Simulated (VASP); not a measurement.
# Al (Fm-3m) in VASP: relaxation of cell and atoms with PBE

Aim: the relaxation of cell and atoms of Al with PBE.

Everything below comes from runs of VASP 6.6.1. Logs are shortened: lines on timing, memory, paths and dates and some standing lists are left out, and cuts for length are marked.

## Step 1: The cell of the first run

The structure is cubic, space group Fm-3m (No. 225). Conventional cell: a = 3.030 Å, b = 3.030 Å, c = 3.030 Å, α = 90.00°, β = 90.00°, γ = 90.00°. Within 2.8 Å of Al (site symmetry m-3m) lie 12 Al at 2.14 Å.

## Step 2: Relaxation of cell and atoms, PBE, target pressure 400 GPa, at which the enthalpy is minimised

The input, INCAR:

```
  ALGO = Normal
  EDIFF = 1E-7
  EDIFFG = -0.005
  ENCUT = 600
  GGA = PE
  IBRION = 2
  ISIF = 3
  ISMEAR = -1
  LASPH = T
  LCHARG = F
  LREAL = F
  LWAVE = F
  NELM = 80
  NSW = 32
  PREC = Accurate
  PSTRESS = 4000.0
  SIGMA = 0.08
```

The input, KPOINTS:

```
k-points
0
Gamma
  22 22 22
```

The input, POSCAR:

```
Al
1.0
    0.0000000000      1.5148356854      1.5148356854
    1.5148356854      0.0000000000      1.5148356854
    1.5148356854      1.5148356854      0.0000000000
Al
1
Direct
    0.0000000000      0.0000000000      0.0000000000
```

Potentials or basis: VASP PAW PBE potentials, release 64 (Al).

Launch:

```bash
$ cat potpaw_PBE.64/Al/POTCAR > POTCAR
$ mpirun -np 1 vasp_std > vasp.out
```

OUTCAR:

```text
EDIFF = 1E-7
   EDIFFG = -0.005
   ENCUT = 600
   GGA = PE
   IBRION = 2
   ISIF = 3
   ISMEAR = -1
   LASPH = T
   LREAL = F
   NELM = 80
   NSW = 32
   PREC = Accurate
   PSTRESS = 4000.0

 ion  position               nearest neighbor table
   1  0.000  0.000  0.000-

  LATTYP: Found a face centered cubic cell.
 ALAT       =     3.0296713708

  Lattice vectors:

 A1 = (   0.0000000000,   1.5148356854,   1.5148356854)
 A2 = (   1.5148356854,   0.0000000000,   1.5148356854)
 A3 = (   1.5148356854,   1.5148356854,   0.0000000000)

Analysis of symmetry for initial positions (statically):
=====================================================================
 Subroutine PRICEL returns:
 Original cell was already a primitive cell.

 Routine SETGRP: Setting up the symmetry group for a
 face centered cubic supercell.

 Subroutine GETGRP returns: Found 48 space group operations
 (whereof 48 operations were pure point group operations)
 out of a pool of 48 trial point group operations.

The static configuration has the point symmetry O_h .

Analysis of symmetry for dynamics (positions and initial velocities):
=====================================================================
 Subroutine PRICEL returns:
 Original cell was already a primitive cell.

 Routine SETGRP: Setting up the symmetry group for a
 face centered cubic supercell.

 Subroutine GETGRP returns: Found 48 space group operations
 (whereof 48 operations were pure point group operations)
 out of a pool of 48 trial point group operations.

The dynamic configuration has the point symmetry O_h .

 Subroutine INISYM returns: Found 48 space group operations
 (whereof 48 operations are pure point group operations),
 and found     1 'primitive' translations

----------------------------------------------------------------------------------------

                                     Primitive cell

  volume of cell :       6.9523

  direct lattice vectors                    reciprocal lattice vectors
     0.000000000  1.514835685  1.514835685    -0.330068802  0.330068802  0.330068802
[... 86 lines left out ...]
   EDIFFG = -.5E-02   stopping-criterion for IOM
   NSW    =     32    number of steps for IOM
   IBRION =      2    ionic relax: 0-MD 1-quasi-New 2-CG
   NFREE  =      1    steps in history (QN), initial steepest desc. (CG)
   ISIF   =      3    stress and relaxation
   ISYM   =      2    0-nonsym 1-usesym 2-fastsym
   POTIM  = 0.5000    time-step for ionic-motion
   TEBEG  =    0.0;   TEEND  =   0.0 temperature during run
   PSTRESS= 4000.0 pullay stress
   NELECT =       3.0000    total number of electrons
   NUPDOWN=      -1.0000    fix difference up-down
   EMIN   =  10.00;   EMAX   =-10.00  energy-range for DOS
   EFERMI =   0.00;   METHOD = LEGACY
   ISMEAR =    -1;   SIGMA  =   0.08  broadening in eV -4-tet -1-fermi 0-gaus
   EFERMI_NEDOS =   21; number of points for ismear=-14 and -15
   IALGO  =     38    algorithm
   IMIX   =      4    mixing-type and parameters
     AMIX     =   0.40;   BMIX     =  1.00
     AMIX_MAG =   1.60;   BMIX_MAG =  1.00
  volume/ion in A,a.u.               =       6.95        46.92
  Fermi-wavevector in a.u.,A,eV,Ry     =   1.237105  2.337789 20.822731  1.530428
  Thomas-Fermi vector in A             =   2.371685
   LORBIT       =      0    0 simple, 1 ext, 2 COOP (PROOUT), +10 PAW based schemes
   GGA     = PE    functional components
   LHFCALC =     F    Hartree Fock is set to
   AEXX    =    0.0000 exact exchange contribution
   IVDW    =     0    specifies the selected vdW correction
   LEPSILON=     F    determine dielectric tensor
   LRPA    =     F    only Hartree local field effects (RPA)
 conjugate gradient relaxation of ions
 non-spin polarized calculation
  energy-cutoff  :      600.00
  volume of cell :        6.95
 maximum number of plane-waves:       259
 NGX is ok and might be reduce to    18
   NGX =  9   NGY =  9   NGZ =  9

--------------------------------------- Ionic step        1  -------------------------------------------

 number of electron       3.0000000 magnetization

 Free energy of the ion-electron system (eV)
  ---------------------------------------------------
  ext. energy  EPLUGINS =         0.00000000
  ---------------------------------------------------
  free energy    TOTEN  =         2.07619092 eV

  energy without entropy =        2.08088664  energy(sigma->0) =        2.07853878

------------------------ aborting loop because EDIFF is reached ----------------------------------------

  FORCE on cell =-STRESS in cart. coord.  units (eV):
  Direction    XX          YY          ZZ          XY          YZ          ZX
  --------------------------------------------------------------------------------------
  -------------------------------------------------------------------------------------
  Total       17.5404770     17.5404770     17.5404770     -0.0000000      0.0000000     -0.0000000
  in kB     4042.2707973   4042.2707973   4042.2707973     -0.0000000      0.0000000     -0.0000000
  external PRESSURE =      42.2707973 kB  Pullay stress =    4000.0000000 kB
[... 61 lines left out ...]
--------------------------------------- Ionic step        3  -------------------------------------------

 number of electron       3.0000000 magnetization

 Free energy of the ion-electron system (eV)
  ---------------------------------------------------
  ext. energy  EPLUGINS =         0.00000000
  ---------------------------------------------------
  free energy    TOTEN  =         2.01642039 eV

  energy without entropy =        2.02112063  energy(sigma->0) =        2.01877051

 E-fermi :  20.2917     XC(G=0): -13.8245

 val. band max:       20.2470677508   @ k =  -0.3182   0.4545   0.2273
 cond. band min:      20.3318035357   @ k =   0.5000   0.2727   0.0455
 fundamental gap:      0.0847357849
 Fermi energy:        20.2917214803

 k-point     1 :       0.0000    0.0000    0.0000
  band No.  band energies     occupation
      1       2.4424      2.00000
      2      39.1527      0.00000
      3      39.1527      0.00000
      4      39.1527      0.00000
      5      44.8954      0.00000
[... 177 lines left out ...]
 k-point    24 :      -0.4545    0.0455    0.0000
  band No.  band energies     occupation
      1      11.9856      2.00000
      2      15.4177      2.00000
      3      35.6288      0.00000
      4      36.8932      0.00000
      5      43.7547      0.00000

 [... further k-points ...]

------------------------ aborting loop because EDIFF is reached ----------------------------------------

  FORCE on cell =-STRESS in cart. coord.  units (eV):
  Direction    XX          YY          ZZ          XY          YZ          ZX
  --------------------------------------------------------------------------------------
  -------------------------------------------------------------------------------------
  Total       17.4153446     17.4153446     17.4153446     -0.0000000     -0.0000000      0.0000000
  in kB     3999.7305649   3999.7305649   3999.7305649     -0.0000000     -0.0000000      0.0000000
  external PRESSURE =      -0.2694351 kB  Pullay stress =    4000.0000000 kB
[... 20 lines left out ...]
  energy  without entropy=        2.0211206349  energy(sigma->0) =        2.01877051

  enthalpy is  TOTEN    =        19.4329381667 eV   P V=       17.4165177768

 reached required accuracy - stopping structural energy minimisation
```

CONTCAR:

```text
Al
   1.00000000000000
    -0.0000000000000000    1.5165636451617268    1.5165636451617268
     1.5165636451617268    0.0000000000000000    1.5165636451617268
     1.5165636451617268    1.5165636451617268   -0.0000000000000000
  Al
     1
Direct
     0.0000000000000000    0.0000000000000000    0.0000000000000000

  0.00000000E+00  0.00000000E+00  0.00000000E+00
```

Wall time 34 s (1 thread of Intel Xeon 8259CL, shared host); peak memory 0.13 GiB.

What came out:

```
Free energy                                                : 2.0164 eV
Relaxed volume                                             : 6.98 Å³/atom
Relaxed cell                                               : a = 2.145 Å, b = 2.145 Å, c = 2.145 Å, α = 60.00°, β = 60.00°, γ = 60.00°
Space group after relaxing (to 0.1 Å)                      : Fm-3m (No. 225)
Energy change on relaxing (the run minimises the enthalpy) : -59.8 meV/atom
Ionic steps                                                : 3
Pressure after relaxing                                    : 400.0 GPa
Band gap on the k mesh                                     : zero (an odd number of electrons rules out a gap without spin polarisation)
```

Step by step:
```csv
step,energy change (eV),largest force (eV/Å),pressure (GPa),volume (Å³)
1,0.0000,0.0000,404.23,6.95
2,-0.4509,0.0000,372.33,7.14
3,-0.0598,0.0000,399.97,6.98
```

Final structure:
```
CELL_PARAMETERS angstrom
0.00000 1.51656 1.51656
1.51656 0.00000 1.51656
1.51656 1.51656 0.00000
ATOMIC_POSITIONS crystal
Al 0.00000 0.00000 0.00000
```

Levels at points of the mesh, in eV from the Fermi level:
```
           k point  band 1  band 2  band 3  band 4
(0.00, 0.00, 0.00)  -17.85   18.86   18.86   18.86
(0.50, 0.00, 0.00)   -7.86   -5.53   16.59   16.59
(0.50, 0.50, 0.00)   -4.19   -2.96    5.28   12.25
```

Caveat: the cell is relaxed towards a set pressure, so the run minimises the enthalpy, not the energy.
